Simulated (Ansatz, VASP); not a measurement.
Cd3SnS4: VASP beside Ansatz

```
Cd Sn S
1.0
     3.44202    1.98725    8.97550
    -3.44202    1.98725    8.97550
     0.00000   -3.97450    8.97550
Cd Sn S
3 1 4
Direct
  0.50000 0.50000 0.00000
  0.00000 0.50000 0.50000
  0.50000 0.00000 0.50000
  0.50000 0.50000 0.50000
  0.40437 0.40437 0.40437
  0.59563 0.59563 0.59563
  0.27533 0.27533 0.27533
  0.72467 0.72467 0.72467
```

Alike in both runs: functional PBE; k mesh 3 × 3 × 3; occupations gaussian, width 0.15 eV; no spin polarisation.

Ansatz relaxed the structure, and its values are those at the end. VASP's run is a single point on that final structure, the one shown.

```csv
,VASP,Ansatz
version,VASP 6.6.1,Ansatz 0.2.0
potentials or method,"VASP PAW PBE potentials, release 64 (Cd, Sn_d, S), cutoff 520 eV","scalar-relativistic, plane waves, PAW"
valence electrons in the cell,74,98
```

Ansatz gave:

| Item | Value |
| --- | --- |
| gap on the k mesh at the Fermi level (eV) | 0.77 |
| least direct gap on the mesh (eV) | 0.83 |
| pressure (GPa) | 0.2 |
| rms of the force components (eV/Å) | 0.008 |

Problem. Which values does VASP return?

Solution. gap on the k mesh at the Fermi level (eV): 0.77; least direct gap on the mesh (eV): 0.82; pressure (GPa): 0.4; rms of the force components (eV/Å): 0.021.

VASP's potentials hold 74 valence electrons a cell and Ansatz's 98, so a difference there can come from the potentials and not from the codes.
